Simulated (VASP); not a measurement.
TiO2, 6 atoms in the cell. The structure is tetragonal, space group I4_1/amd (No. 141). Conventional cell: a = 3.811 Å, b = 3.811 Å, c = 9.730 Å, α = 90.00°, β = 90.00°, γ = 90.00°. Ti (site symmetry -4m2) has 6 O at 1.96 to 1.99 Å within 2.6 Å. Within 2.6 Å of O (site symmetry 2mm) lie 3 Ti at 1.96 to 1.99 Å and 2 O at 2.46 Å. 

* Program: VASP 6.6.1
* Task: single point
* Functional: PBEsol
* Potentials or basis: VASP PAW PBE potentials, release 64 (Ti_sv, O)
* Cutoff: 520 eV
* k mesh: 10 × 10 × 10
* Occupations: fermi-dirac, width 0.05 eV
* Spin: no spin polarisation
* Hubbard terms: Ti d U = 8.0 eV
* Dipole correction: no
* Further INCAR settings: ALGO = Normal; EDIFF = 1e-06; NBANDS = 33

Potentials or basis: VASP PAW PBE potentials, release 64 (Ti_sv, O).

Run with:

```bash
$ cat potpaw_PBE.64/Ti_sv/POTCAR potpaw_PBE.64/O/POTCAR > POTCAR
$ mpirun -np 1 vasp_std > vasp.out
```

Hardware: 1 thread of AMD EPYC 7R13 Processor (Zen 3) (shared host).

How long does it take, and how much memory?

It took 6.1 min on 1 thread of AMD EPYC 7R13 Processor (Zen 3), with other jobs on the host, peak memory 0.35 GiB. Counts: scf iterations 17, k points 102.
